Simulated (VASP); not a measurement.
# Si (Fd-3m) in VASP: further runs

Runs on Si. Level: LDA. Tasks: single point.

Program: VASP 6.6.1. These are calculated values, not measurements. Logs are shortened: lines on timing, memory, paths and dates and some standing lists are left out, and cuts for length are marked.

### 1 The cell of the first run

The structure is cubic, space group Fd-3m (No. 227). The conventional cell has a = 5.485 Å, b = 5.485 Å, c = 5.485 Å, α = 90.00°, β = 90.00°, γ = 90.00°. Si (site symmetry -43m) has 4 Si at 2.37 Å within 3.1 Å.

### 2 Single point, LDA (volume scaled by 1.03)

Input file INCAR:

```
SYSTEM = Si
  ALGO = Normal
  EDIFF = 1E-6
  ENCUT = 520
  GGA = CA
  ISIF = 2
  ISMEAR = -1
  LASPH = .True.
  LCHARG = .True.
  LELF = .True.
  LREAL = .False.
  LVHAR = .True.
  LWAVE = .False.
  NBANDS = 11
  NELM = 60
  PREC = Accurate
  SIGMA = 0.08
```

Input file KPOINTS:

```
k-points
0
Gamma
  11 11 11
  0 0 0
```

Input file POSCAR:

```
Si
1.0
    0.0000000000      2.7423575902      2.7423575902
    2.7423575902      0.0000000000      2.7423575902
    2.7423575902      2.7423575902      0.0000000000
Si
2
Direct
    0.5000000000      0.5000000000      0.5000000000
    0.7500000000      0.7500000000      0.7500000000
```

Potentials or basis: VASP PAW LDA potentials, release 64 (Si).

On the command line:

```console
$ cat potpaw_LDA.64/Si/POTCAR > POTCAR
$ mpirun -np 1 vasp_std > vasp.out
```

OUTCAR:

```text
SYSTEM = Si
   EDIFF = 1E-6
   ENCUT = 520
   GGA = CA
   ISIF = 2
   ISMEAR = -1
   LASPH = .True.
   LREAL = .False.
   NELM = 60
   PREC = Accurate

 ion  position               nearest neighbor table
   1  0.500  0.500  0.500-   2 2.37   2 2.37   2 2.37   2 2.37
   2  0.750  0.750  0.750-   1 2.37   1 2.37   1 2.37   1 2.37

  LATTYP: Found a face centered cubic cell.
 ALAT       =     5.4847151804

  Lattice vectors:

 A1 = (   0.0000000000,   2.7423575902,   2.7423575902)
 A2 = (   2.7423575902,   0.0000000000,   2.7423575902)
 A3 = (   2.7423575902,   2.7423575902,   0.0000000000)

Analysis of symmetry for initial positions (statically):
=====================================================================
 Subroutine PRICEL returns:
 Original cell was already a primitive cell.

 Routine SETGRP: Setting up the symmetry group for a
 face centered cubic supercell.

 Subroutine GETGRP returns: Found 48 space group operations
 (whereof 24 operations were pure point group operations)
 out of a pool of 48 trial point group operations.

The static configuration has the point symmetry T_d .
 The point group associated with its full space group is O_h .

Analysis of symmetry for dynamics (positions and initial velocities):
=====================================================================
 Subroutine PRICEL returns:
 Original cell was already a primitive cell.

 Routine SETGRP: Setting up the symmetry group for a
 face centered cubic supercell.

 Subroutine GETGRP returns: Found 48 space group operations
 (whereof 24 operations were pure point group operations)
 out of a pool of 48 trial point group operations.

The dynamic configuration has the point symmetry T_d .
 The point group associated with its full space group is O_h .

 Subroutine INISYM returns: Found 48 space group operations
 (whereof 24 operations are pure point group operations),
 and found     1 'primitive' translations

----------------------------------------------------------------------------------------

                                     Primitive cell

  volume of cell :      41.2479

  direct lattice vectors                    reciprocal lattice vectors
     0.000000000  2.742357590  2.742357590    -0.182324873  0.182324873  0.182324873
     2.742357590  0.000000000  2.742357590     0.182324873 -0.182324873  0.182324873
     2.742357590  2.742357590  0.000000000     0.182324873  0.182324873 -0.182324873

  length of vectors
     3.878279297  3.878279297  3.878279297     0.315795944  0.315795944  0.315795944

[... 84 lines left out ...]
   IBRION =     -1    ionic relax: 0-MD 1-quasi-New 2-CG
   NFREE  =      0    steps in history (QN), initial steepest desc. (CG)
   ISIF   =      2    stress and relaxation
   ISYM   =      2    0-nonsym 1-usesym 2-fastsym
   POTIM  = 0.5000    time-step for ionic-motion
   TEBEG  =    0.0;   TEEND  =   0.0 temperature during run
   PSTRESS=    0.0 pullay stress
   NELECT =       8.0000    total number of electrons
   NUPDOWN=      -1.0000    fix difference up-down
   EMIN   =  10.00;   EMAX   =-10.00  energy-range for DOS
   EFERMI =   0.00;   METHOD = LEGACY
   ISMEAR =    -1;   SIGMA  =   0.08  broadening in eV -4-tet -1-fermi 0-gaus
   EFERMI_NEDOS =   21; number of points for ismear=-14 and -15
   IALGO  =     38    algorithm
   IMIX   =      4    mixing-type and parameters
     AMIX     =   0.40;   BMIX     =  1.00
     AMIX_MAG =   1.60;   BMIX_MAG =  1.00
  volume/ion in A,a.u.               =      20.62       139.18
  Fermi-wavevector in a.u.,A,eV,Ry     =   0.947627  1.790755 12.217989  0.897997
  Thomas-Fermi vector in A             =   2.075738
   LORBIT       =      0    0 simple, 1 ext, 2 COOP (PROOUT), +10 PAW based schemes
   GGA     = CA    functional components
   LHFCALC =     F    Hartree Fock is set to
   AEXX    =    0.0000 exact exchange contribution
   IVDW    =     0    specifies the selected vdW correction
   LEPSILON=     F    determine dielectric tensor
   LRPA    =     F    only Hartree local field effects (RPA)
 non-spin polarized calculation
  energy-cutoff  :      520.00
  volume of cell :       41.25
 maximum number of plane-waves:      1131
 NGX is ok and might be reduce to    30
   NGX = 15   NGY = 15   NGZ = 15

 number of electron       8.0000001 magnetization

 Free energy of the ion-electron system (eV)
  ---------------------------------------------------
  ext. energy  EPLUGINS =         0.00000000
  ---------------------------------------------------
  free energy    TOTEN  =       -11.89635975 eV

  energy without entropy =      -11.89595020  energy(sigma->0) =      -11.89615498

 E-fermi :   5.7215     XC(G=0):  -9.4947

 val. band max:        5.4707252268   @ k =   0.0000   0.0000   0.0000
 cond. band min:       6.0140294462   @ k =   0.4545   0.4545   0.0000
 fundamental gap:      0.5433042194
 Fermi energy:         5.7215389962

 k-point     1 :       0.0000    0.0000    0.0000
  band No.  band energies     occupation
      1      -6.2865      2.00000
      2       5.4707      1.91664
      3       5.4707      1.91664
      4       5.4707      1.91664
      5       7.9815      0.00000
      6       7.9815      0.00000
      7       7.9815      0.00000
      8       8.3437      0.00000
      9      13.0236      0.00000
     10      13.1818      0.00000
     11      13.1818      0.00000
[... 309 lines left out ...]
 k-point    24 :      -0.1818    0.1818    0.0000
  band No.  band energies     occupation
      1      -5.1917      2.00000
      2       1.4194      2.00000
      3       2.8449      2.00000
      4       4.8004      1.99998
      5       8.3047      0.00000
      6       9.1343      0.00000
      7       9.3804      0.00000
      8      10.9189      0.00000
      9      11.5397      0.00000
     10      15.1723      0.00000
     11      15.7389      0.00000

 [... further k-points ...]
[... 5 lines left out ...]
  --------------------------------------------------------------------------------------
  -------------------------------------------------------------------------------------
  Total       -1.0205776     -1.0205776     -1.0205776      0.0000000      0.0000000      0.0000000
  in kB      -39.6418902    -39.6418902    -39.6418902      0.0000000      0.0000000      0.0000000
  external PRESSURE =     -39.6418902 kB  Pullay stress =       0.0000000 kB

 VOLUME and BASIS-vectors are now :
 -----------------------------------------------------------------------------
  energy-cutoff  :      520.00
  volume of cell :       41.25
      direct lattice vectors                 reciprocal lattice vectors
     0.000000000  2.742357590  2.742357590    -0.182324873  0.182324873  0.182324873
     2.742357590  0.000000000  2.742357590     0.182324873 -0.182324873  0.182324873
     2.742357590  2.742357590  0.000000000     0.182324873  0.182324873 -0.182324873

 POSITION                                       TOTAL-FORCE (eV/Angst)
 -----------------------------------------------------------------------------------
      2.74236      2.74236      2.74236        -0.000000     -0.000000     -0.000000
      4.11354      4.11354      4.11354         0.000000      0.000000      0.000000
 -----------------------------------------------------------------------------------
    total drift:                                0.000000     -0.000000     -0.000000

  FREE ENERGIE OF THE ION-ELECTRON SYSTEM (eV)
  ---------------------------------------------------
  free  energy   TOTEN  =       -11.8963597514 eV

  energy  without entropy=      -11.8959502008  energy(sigma->0) =      -11.89615498
```

OSZICAR:

```text
N       E                     dE             d eps       ncg     rms          rms(c)
DAV:   1     0.793467572276E+01    0.79347E+01   -0.33744E+03  1232   0.591E+02
DAV:   2    -0.115371191838E+02   -0.19472E+02   -0.18636E+02  1681   0.858E+01
DAV:   3    -0.121328317172E+02   -0.59571E+00   -0.59398E+00  1568   0.135E+01
DAV:   4    -0.121379551464E+02   -0.51234E-02   -0.51228E-02  1519   0.159E+00
DAV:   5    -0.121380071827E+02   -0.52036E-04   -0.52035E-04  1573   0.146E-01    0.481E+00
DAV:   6    -0.119731468346E+02    0.16486E+00   -0.90932E-02  1418   0.119E+00    0.287E+00
DAV:   7    -0.118961537306E+02    0.76993E-01   -0.16685E-01  1408   0.167E+00    0.195E-01
DAV:   8    -0.118963781029E+02   -0.22437E-03   -0.72589E-03  1397   0.461E-01    0.776E-02
DAV:   9    -0.118963539534E+02    0.24150E-04   -0.19974E-04  1541   0.761E-02    0.607E-02
DAV:  10    -0.118963598933E+02   -0.59399E-05   -0.15113E-05  1434   0.228E-02    0.241E-02
DAV:  11    -0.118963597514E+02    0.14188E-06   -0.79771E-07   976   0.479E-03
   1 F= -.11896360E+02 E0= -.11896155E+02  d E =-.409551E-03
```

stdout:

```text
POSCAR found type information on POSCAR Si
 POSCAR found :  1 types and       2 ions
 scaLAPACK will be used
 LDA part: xc-table for (Slater(with rela. corr.)+CA(PZ))
 , standard interpolation
 POSCAR, INCAR and KPOINTS ok, starting setup
 FFT: planning ... GRIDC
 FFT: planning ... GRID_SOFT
 FFT: planning ... GRID
 WAVECAR not read
 entering main loop
```

Wall time 12 s (1 thread of Intel Xeon Platinum 8559C (Emerald Rapids), shared host); peak memory 0.14 GiB.

Results:

* Free energy: -11.8964 eV
* Pressure: -4.0 GPa
* Band gap on the k mesh: 0.54 eV, indirect (least direct gap 2.49 eV)

Levels at points of the mesh, in eV from the valence-band top:
```tsv
k point	band 1	band 2	band 3	band 4	band 5	band 6	band 7	band 8
(0.00, 0.00, 0.00)	-11.76	0.00	0.00	0.00	2.51	2.51	2.51	2.87
```

### 3 Single point, LDA (volume scaled by 1.06)

Input file INCAR:

```
PREC = Accurate ; ENCUT = 520
EDIFF = 1E-6 ; ISMEAR = -1
SIGMA = 0.08 ; LREAL = F
LASPH = T ; NELM = 80
ALGO = Normal ; ISIF = 2
LWAVE = F ; LCHARG = F
NBANDS = 11
```

Input file KPOINTS:

```
regular mesh
0
Gamma
  11 11 11
```

Input file POSCAR:

```
Si
1.0
    0.0000000000      2.7687280309      2.7687280309
    2.7687280309      0.0000000000      2.7687280309
    2.7687280309      2.7687280309      0.0000000000
Si
2
Direct
    0.5000000000      0.5000000000      0.5000000000
    0.7500000000      0.7500000000      0.7500000000
```

Potentials or basis: VASP PAW LDA potentials, release 64 (Si).

On the command line:

```console
$ cat potpaw_LDA.64/Si/POTCAR > POTCAR
$ mpirun -np 1 vasp_std > vasp.out
```

Wall time 11 s (1 thread of Intel Xeon Platinum 8559C (Emerald Rapids), shared host); peak memory 0.14 GiB.

The run converged. Its results:

| Quantity | Value |
| --- | --- |
| Free energy | -11.8585 eV |
| Pressure | -6.1 GPa |
| Band gap on the k mesh | 0.59 eV, indirect (least direct gap 2.37 eV) |

Levels at points of the mesh, in eV from the valence-band top:
| k point | band 1 | band 2 | band 3 | band 4 | band 5 | band 6 | band 7 | band 8 |
| --- | --- | --- | --- | --- | --- | --- | --- | --- |
| (0.00, 0.00, 0.00) | -11.57 | 0.00 | 0.00 | 0.00 | 2.50 | 2.50 | 2.50 | 2.56 |

(Continued in part 2 of 2.)
